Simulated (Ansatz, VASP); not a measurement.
## Si in VASP and in Ansatz

```
Si
1.0
     0.00000    1.90743    1.90743
     1.90743    0.00000    1.90743
     1.90743    1.90743    0.00000
Si
1
Direct
  0.00000 0.00000 0.00000
```

Alike in both runs: functional LDA; k mesh 14 × 14 × 14; occupations fermi-dirac, width 0.1 eV; no spin polarisation.

Ansatz relaxed the structure, and its values are those at the end. VASP's run is a single point on that final structure, the one shown.

```csv
,VASP,Ansatz
version,VASP 6.6.1,Ansatz 0.2.0
potentials or method,"VASP PAW LDA potentials, release 64 (Si), cutoff 520 eV","plane waves (420 eV) with PAW, scalar-relativistic"
valence electrons in the cell,4,4
```

```tsv
	VASP	Ansatz	Ansatz less VASP
pressure (GPa)	0.0	0.0	-0.06
```

Ansatz warns that its potentials were made for another functional, while VASP's fit it. LDA's correlation is that of Perdew and Zunger in VASP and of Perdew and Wang (1992) in Ansatz.
